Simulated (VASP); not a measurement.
# RbCaH3 (R-3m) in VASP: notebook

Runs on RbCaH3. Level: LDA. Tasks: single point.

All numbers are computed with VASP 6.6.1; they aren't measurements. Logs are shortened: lines on timing, memory, paths and dates and some standing lists are left out, and cuts for length are marked.

### 1 The cell of the first run

The structure is trigonal, space group R-3m (No. 166). The conventional cell has a = 5.388 Å, b = 5.388 Å, c = 11.218 Å, α = 90.00°, β = 90.00°, γ = 120.00°. Within 3.6 Å of Rb (site symmetry -3m) lie 6 H at 2.69 Å. Within 3.2 Å of Ca (site symmetry -3m) lie 6 H at 2.43 Å. H (site symmetry 2/m) has 2 Ca at 2.43 Å and 4 H at 2.69 Å and 2 Rb at 2.69 Å within 3.2 Å.

### 2 Single point, LDA

INCAR

```
PREC = Accurate ; ENCUT = 520
EDIFF = 1E-6 ; ISMEAR = 0
SIGMA = 0.05 ; LREAL = False
LASPH = True ; NELM = 100
ALGO = Normal ; ISIF = 2
LWAVE = False ; LCHARG = False
NBANDS = 19
```

KPOINTS

```
regular mesh
0
Gamma
  6 6 6
```

POSCAR

```
RbCaH3
1.0
    4.6988233304      0.8889665760      0.8889665760
    0.8889665760      4.6988233304      0.8889665760
    0.8889665760      0.8889665760      4.6988233304
Rb Ca H
1 1 3
Direct
    0.0000000000      0.0000000000      0.0000000000
    0.5000000000      0.5000000000      0.5000000000
    0.0000000000      0.5000000000      0.5000000000
    0.5000000000      0.0000000000      0.5000000000
    0.5000000000      0.5000000000      0.0000000000
```

Potentials or basis: VASP PAW LDA potentials, release 64 (Rb_sv, Ca_sv, H).

Launch:

```sh
cat potpaw_LDA.64/Rb_sv/POTCAR potpaw_LDA.64/Ca_sv/POTCAR potpaw_LDA.64/H/POTCAR > POTCAR
mpirun -np 1 vasp_std > vasp.out
```

OUTCAR:

```text
PREC = Accurate
   ENCUT = 520
   EDIFF = 1E-6
   ISMEAR = 0
   LREAL = False
   LASPH = True
   NELM = 100
   ISIF = 2

 ion  position               nearest neighbor table
   1  0.000  0.000  0.000-   3 2.69   4 2.69   3 2.69   5 2.69   4 2.69   5 2.69   2 3.63   2 3.63
                             2 3.63   2 3.63   2 3.63   2 3.63
   2  0.500  0.500  0.500-   1 3.63   1 3.63   1 3.63   1 3.63   1 3.63   1 3.63
   3  0.000  0.500  0.500-   1 2.69   1 2.69
   4  0.500  0.000  0.500-   1 2.69   1 2.69
   5  0.500  0.500  0.000-   1 2.69   1 2.69

  LATTYP: Found a trigonal (rhomboedric) cell.
 ALAT       =     4.8640994888
 COS(alpha) =     0.3865030675

  Lattice vectors:

 A1 = (   4.6988233304,   0.8889665760,   0.8889665760)
 A2 = (   0.8889665760,   4.6988233304,   0.8889665760)
 A3 = (   0.8889665760,   0.8889665760,   4.6988233304)

Analysis of symmetry for initial positions (statically):
=====================================================================
 Subroutine PRICEL returns:
 Original cell was already a primitive cell.

 Routine SETGRP: Setting up the symmetry group for a
 trigonal (rhombohedral) supercell.

 Subroutine GETGRP returns: Found 12 space group operations
 (whereof 12 operations were pure point group operations)
 out of a pool of 12 trial point group operations.

The static configuration has the point symmetry D_3d.

Analysis of symmetry for dynamics (positions and initial velocities):
=====================================================================
 Subroutine PRICEL returns:
 Original cell was already a primitive cell.

 Routine SETGRP: Setting up the symmetry group for a
 trigonal (rhombohedral) supercell.

 Subroutine GETGRP returns: Found 12 space group operations
 (whereof 12 operations were pure point group operations)
 out of a pool of 12 trial point group operations.

The dynamic configuration has the point symmetry D_3d.

 Subroutine INISYM returns: Found 12 space group operations
 (whereof 12 operations are pure point group operations),
 and found     1 'primitive' translations

----------------------------------------------------------------------------------------

                                     Primitive cell

  volume of cell :      94.0102

  direct lattice vectors                    reciprocal lattice vectors
     4.698823330  0.888966576  0.888966576     0.226450797 -0.036026263 -0.036026263
     0.888966576  4.698823330  0.888966576    -0.036026263  0.226450797 -0.036026263
     0.888966576  0.888966576  4.698823330    -0.036026263 -0.036026263  0.226450797

  length of vectors
     4.864099489  4.864099489  4.864099489     0.232111496  0.232111496  0.232111496

  position of ions in fractional coordinates (direct lattice)
     0.000000000  0.000000000  0.000000000
     0.500000000  0.500000000  0.500000000
     1.000000000  0.500000000  0.500000000
     0.500000000  1.000000000  0.500000000
     0.500000000  0.500000000  1.000000000

  ion indices of the primitive-cell ions
   primitive index   ion index
                 1           1
                 2           2
                 3           3
                 4           4
                 5           5

----------------------------------------------------------------------------------------

 KPOINTS: regular mesh

Automatic generation of k-mesh.
 Grid dimensions read from file:
 generate k-points for:    6    6    6

 Generating k-lattice:

  Cartesian coordinates                     Fractional coordinates (reciprocal lattice)
     0.037741799 -0.006004377 -0.006004377     0.166666667 -0.000000000 -0.000000000
    -0.006004377  0.037741799 -0.006004377    -0.000000000  0.166666667 -0.000000000
    -0.006004377 -0.006004377  0.037741799    -0.000000000 -0.000000000  0.166666667

  Length of vectors
     0.038685249  0.038685249  0.038685249

  Shift w.r.t. Gamma in fractional coordinates (k-lattice)
     0.000000000  0.000000000  0.000000000

 Subroutine IBZKPT returns following result:
 ===========================================

 Found     32 irreducible k-points:

 Following reciprocal coordinates:
            Coordinates               Weight
  0.000000  0.000000  0.000000      1.000000
  0.166667 -0.000000 -0.000000      6.000000
  0.333333  0.000000  0.000000      6.000000
  0.500000 -0.000000 -0.000000      3.000000
  0.166667  0.166667  0.000000      6.000000
  0.333333  0.166667 -0.000000     12.000000
[... 16 lines left out ...]
  0.500000  0.500000  0.166667      6.000000
 -0.333333  0.500000  0.166667     12.000000
 [... further k-points ...]
   k-points           NKPTS =     32   k-points in BZ     NKDIM =     32   number of bands    NBANDS=     19
   number of dos      NEDOS =    301   number of ions     NIONS =      5
   total plane-waves  NPLWV =  46656
   dimension x,y,z NGX =    36 NGY =   36 NGZ =   36
   dimension x,y,z NGXF=    72 NGYF=   72 NGZF=   72
   ions per type =               1   1   3
   NGX,Y,Z   is equivalent  to a cutoff of  12.30, 12.30, 12.30 a.u.
   NGXF,Y,Z  is equivalent  to a cutoff of  24.61, 24.61, 24.61 a.u.
 SYSTEM =  unknown system
   PREC   = accura    normal or accurate (medium, high low for compatibility)
   ISTART =      0    job   : 0-new  1-cont  2-samecut
   ICHARG =      2    charge: 1-file 2-atom 10-const
   ISPIN  =      1    spin polarized calculation?
   LNONCOLLINEAR =      F non collinear calculations
   LSORBIT =      F    spin-orbit coupling
   LASPH  =      T    aspherical Exc in radial PAW
   ENCUT  =  520.0 eV  38.22 Ry    6.18 a.u.   9.04  9.04  9.04*2*pi/ulx,y,z
   NELM   =    100;   NELMIN=  2; NELMDL= -5     # of ELM steps
   EDIFF  = 0.1E-05   stopping-criterion for ELM
   LREAL  =      F    real-space projection
   EDIFFG = 0.1E-04   stopping-criterion for IOM
   NSW    =      0    number of steps for IOM
   IBRION =     -1    ionic relax: 0-MD 1-quasi-New 2-CG
   NFREE  =      0    steps in history (QN), initial steepest desc. (CG)
   ISIF   =      2    stress and relaxation
   ISYM   =      2    0-nonsym 1-usesym 2-fastsym
   POTIM  = 0.5000    time-step for ionic-motion
   TEBEG  =    0.0;   TEEND  =   0.0 temperature during run
   PSTRESS=    0.0 pullay stress
   NELECT =      22.0000    total number of electrons
   NUPDOWN=      -1.0000    fix difference up-down
   EMIN   =  10.00;   EMAX   =-10.00  energy-range for DOS
   EFERMI =   0.00;   METHOD = LEGACY
   ISMEAR =     0;   SIGMA  =   0.05  broadening in eV -4-tet -1-fermi 0-gaus
   EFERMI_NEDOS =   21; number of points for ismear=-14 and -15
   IALGO  =     38    algorithm
   IMIX   =      4    mixing-type and parameters
     AMIX     =   0.40;   BMIX     =  1.00
     AMIX_MAG =   1.60;   BMIX_MAG =  1.00
  volume/ion in A,a.u.               =      18.80       126.88
  Fermi-wavevector in a.u.,A,eV,Ry     =   1.008844  1.906439 13.847556  1.017767
  Thomas-Fermi vector in A             =   2.141736
   LORBIT       =      0    0 simple, 1 ext, 2 COOP (PROOUT), +10 PAW based schemes
   GGA     = CA    functional components
   LHFCALC =     F    Hartree Fock is set to
   AEXX    =    0.0000 exact exchange contribution
   IVDW    =     0    specifies the selected vdW correction
   LEPSILON=     F    determine dielectric tensor
   LRPA    =     F    only Hartree local field effects (RPA)
 non-spin polarized calculation
 Gauss-broadening in eV      SIGMA  =   0.05
  energy-cutoff  :      520.00
  volume of cell :       94.01
 maximum number of plane-waves:      2548
   NGX = 19   NGY = 19   NGZ = 19

 number of electron      21.9999997 magnetization

 Free energy of the ion-electron system (eV)
  ---------------------------------------------------
  ext. energy  EPLUGINS =         0.00000000
  ---------------------------------------------------
  free energy    TOTEN  =       -14.05066404 eV

  energy without entropy =      -14.05066404  energy(sigma->0) =      -14.05066404

 E-fermi :   0.3539     XC(G=0):  -8.1347

 val. band max:        0.0668201453   @ k =   0.5000   0.5000   0.0000
 cond. band min:       1.2094628893   @ k =   0.5000   0.5000   0.0000
 fundamental gap:      1.1426427440
 Fermi energy:         0.3538754934

 k-point     1 :       0.0000    0.0000    0.0000
  band No.  band energies     occupation
      1     -40.1986      2.00000
      2     -26.3350      2.00000
      3     -21.5888      2.00000
      4     -21.5888      2.00000
      5     -21.3055      2.00000
      6     -10.7136      2.00000
[... 11 lines left out ...]
     18       6.7428      0.00000
     19       6.7446      0.00000

 k-point     2 :       0.1667   -0.0000   -0.0000
  band No.  band energies     occupation
      1     -40.1985      2.00000
      2     -26.3342      2.00000
      3     -21.5897      2.00000
      4     -21.5887      2.00000
      5     -21.3071      2.00000
      6     -10.7281      2.00000
[... 11 lines left out ...]
     18       6.5470      0.00000
     19       6.7004      0.00000

 k-point     3 :       0.3333    0.0000    0.0000
  band No.  band energies     occupation
      1     -40.1983      2.00000
      2     -26.3327      2.00000
      3     -21.5915      2.00000
      4     -21.5885      2.00000
      5     -21.3103      2.00000
      6     -10.7660      2.00000
[... 11 lines left out ...]
     18       6.1146      0.00000
     19       6.5425      0.00000

 k-point     4 :       0.5000   -0.0000   -0.0000
  band No.  band energies     occupation
      1     -40.1982      2.00000
      2     -26.3319      2.00000
      3     -21.5924      2.00000
      4     -21.5884      2.00000
      5     -21.3118      2.00000
      6     -10.7908      2.00000
[... 407 lines left out ...]
     18       6.0430      0.00000
     19       6.5551      0.00000

 k-point    23 :       0.5000    0.5000    0.1667
  band No.  band energies     occupation
      1     -40.1978      2.00000
      2     -26.3278      2.00000
      3     -21.5961      2.00000
      4     -21.5937      2.00000
      5     -21.3214      2.00000
      6     -10.8280      2.00000
[... 11 lines left out ...]
     18       6.4925      0.00000
     19       7.2486      0.00000

 k-point    24 :      -0.3333    0.5000    0.1667
  band No.  band energies     occupation
      1     -40.1979      2.00000
      2     -26.3281      2.00000
      3     -21.5953      2.00000
      4     -21.5938      2.00000
      5     -21.3200      2.00000
      6     -10.8110      2.00000
[... 11 lines left out ...]
     18       6.0915      0.00000
     19       6.9565      0.00000

 [... further k-points ...]
[... 5 lines left out ...]
  --------------------------------------------------------------------------------------
  -------------------------------------------------------------------------------------
  Total       -0.8410756     -0.8410756     -0.8410756     -3.4427091     -3.4427091     -3.4427091
  in kB      -14.3341102    -14.3341102    -14.3341102    -58.6726969    -58.6726969    -58.6726969
  external PRESSURE =     -14.3341102 kB  Pullay stress =       0.0000000 kB

 VOLUME and BASIS-vectors are now :
 -----------------------------------------------------------------------------
  energy-cutoff  :      520.00
  volume of cell :       94.01
      direct lattice vectors                 reciprocal lattice vectors
     4.698823330  0.888966576  0.888966576     0.226450797 -0.036026263 -0.036026263
     0.888966576  4.698823330  0.888966576    -0.036026263  0.226450797 -0.036026263
     0.888966576  0.888966576  4.698823330    -0.036026263 -0.036026263  0.226450797

 POSITION                                       TOTAL-FORCE (eV/Angst)
 -----------------------------------------------------------------------------------
      0.00000      0.00000      0.00000         0.000000      0.000000     -0.000000
      3.23838      3.23838      3.23838        -0.000000     -0.000000      0.000000
      0.88897      2.79389      2.79389         0.000000      0.000000     -0.000000
      2.79389      0.88897      2.79389         0.000000      0.000000     -0.000000
      2.79389      2.79389      0.88897         0.000000      0.000000     -0.000000
 -----------------------------------------------------------------------------------
    total drift:                                0.000000      0.000000      0.000000

  FREE ENERGIE OF THE ION-ELECTRON SYSTEM (eV)
  ---------------------------------------------------
  free  energy   TOTEN  =       -14.0506640375 eV

  energy  without entropy=      -14.0506640375  energy(sigma->0) =      -14.05066404
```

It took 19 s on 1 thread of Intel Xeon 6975P-C (Granite Rapids), shared host; peak memory 0.21 GiB.

What came out:

| Item | Value |
| --- | --- |
| Free energy | -14.0507 eV |
| Pressure | -1.4 GPa |
| Band gap on the k mesh | 1.14 eV, direct |

Levels at points of the mesh, in eV from the valence-band top:
| k point | band 7 | band 8 | band 9 | band 10 | band 11 | band 12 | band 13 | band 14 | band 15 | band 16 |
| --- | --- | --- | --- | --- | --- | --- | --- | --- | --- | --- |
| (0.00, 0.00, 0.00) | -10.54 | -10.54 | -4.11 | -1.09 | -1.09 | 2.35 | 2.78 | 2.78 | 5.97 | 6.58 |
| (0.50, 0.00, 0.00) | -10.69 | -10.58 | -2.38 | -1.91 | -0.55 | 3.13 | 3.42 | 3.58 | 3.76 | 3.85 |
| (0.50, 0.50, 0.00) | -10.64 | -10.62 | -2.27 | -1.56 | 0.00 | 1.14 | 2.77 | 3.23 | 4.03 | 4.18 |
| (0.50, 0.50, 0.50) | -10.59 | -10.59 | -2.84 | -0.50 | -0.50 | 1.23 | 3.18 | 3.18 | 3.77 | 4.04 |

 A k mesh can miss the band edges.

(Part 1 of 2 ends here.)
